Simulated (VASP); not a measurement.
Input of a VASP 6.6.1 run:

The input POSCAR:

```
CaO
1.0
    3.8614128569      0.0000000000      0.0000000000
   -1.9307064285      3.3440816286      0.0000000000
    0.0000000000      0.0000000000      4.6273307448
Ca O
2 2
Direct
    0.3333333333      0.6666666667     -0.0625000000
    0.6666666667      0.3333333333      0.4375000000
    0.3333333333      0.6666666667      0.4375000000
    0.6666666667      0.3333333333      0.9375000000
```

INCAR.step1

```
SYSTEM = CaO
PREC = Accurate
ENCUT = 520
ISMEAR = 0
SIGMA = 0.01
LREAL = .FALSE.
LASPH = .TRUE.
NELM = 80
NBANDS = 24
GGA = PE
ALGO = Normal
EDIFF = 1E-4
LWAVE = .TRUE.
LCHARG = .FALSE.
```

File INCAR.step2:

```
SYSTEM = CaO
PREC = Accurate
ENCUT = 520
EDIFF = 1E-6
ISMEAR = 0
SIGMA = 0.01
LREAL = .FALSE.
LASPH = .TRUE.
NELM = 80
ALGO = Normal
ISIF = 2
LWAVE = .FALSE.
LCHARG = .FALSE.
METAGGA = R2SCAN
LMIXTAU = .TRUE.
NBANDS = 24
ISTART = 1
```

Contents of KPOINTS:

```
regular mesh
0
G
  12 12 6
  0 0 0
```

Potentials or basis: VASP PAW PBE potentials, release 64 (Ca_sv, O).

Launch:

```bash
$ cat potpaw_PBE.64/Ca_sv/POTCAR potpaw_PBE.64/O/POTCAR > POTCAR
$ cp INCAR.step1 INCAR
$ mpirun -np 1 vasp_std > vasp.out
$ cp INCAR.step2 INCAR
$ mpirun -np 1 vasp_std > vasp.out
```

Problem. Estimate the pressure.

Solution. 11.8 GPa.

Problem. Predict the band gap on the k mesh.

Solution. 3.93 eV.

Stress tensor (GPa, compression positive):
```
11.35  0.00  0.00
 0.00 11.35  0.00
 0.00  0.00 12.69
```

Caveat: the cell differs from its parent crystal (strain -3.0%); the cell stands under pressure; the structure was generated, so it needn't be the stable form of CaO; the PAW data sets were made with another functional, which shifts forces and pressure a little. A k mesh can miss the band edges.
